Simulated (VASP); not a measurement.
CdGa2O3, 6 atoms in the cell. The structure is tetragonal, space group P-4m2 (No. 115). Conventional cell: a = 3.161 Å, b = 3.161 Å, c = 8.334 Å, α = 90.00°, β = 90.00°, γ = 90.00°. Cd (site symmetry -4m2) has 4 O at 2.24 Å within 3.0 Å. Within 2.7 Å of Ga (site symmetry 2mm) lie 5 O at 2.07 to 2.25 Å. Within 3.0 Å of O (site symmetry -4m2) lie 4 Cd at 2.24 Å. Within 2.7 Å of O (site symmetry 2mm) lie 5 Ga at 2.07 to 2.25 Å. The cell was generated, and may not be a known phase.

| Item | Value |
| --- | --- |
| Program | VASP 6.6.1 |
| Task | single point |
| Functional | PBE |
| Potentials or basis | VASP PAW PBE potentials, release 64 (Cd_sv_GW, Ga_d, O) |
| Cutoff | 700 eV |
| k mesh | 6 × 6 × 4 |
| Occupations | gaussian, width 0.1 eV |
| Spin | no spin polarisation |
| Dipole correction | no |
| Further INCAR settings | ALGO = Normal; EDIFF = 1e-06; NBANDS = 41 |

Potentials or basis: VASP PAW PBE potentials, release 64 (Cd_sv_GW, Ga_d, O).

Run with:

```console
$ cat potpaw_PBE.64/Cd_sv_GW/POTCAR potpaw_PBE.64/Ga_d/POTCAR potpaw_PBE.64/O/POTCAR > POTCAR
$ mpirun -np 1 vasp_std > vasp.out
```

Hardware: 1 thread of Intel(R) Xeon(R) 6975P-C (Granite Rapids) (shared host).

Problem. How long does it take, and how much memory?

Solution. It took 95 s on 1 thread of Intel(R) Xeon(R) 6975P-C (Granite Rapids), with other jobs on the host, peak memory 0.35 GiB. Counts: scf iterations 15, k points 30.
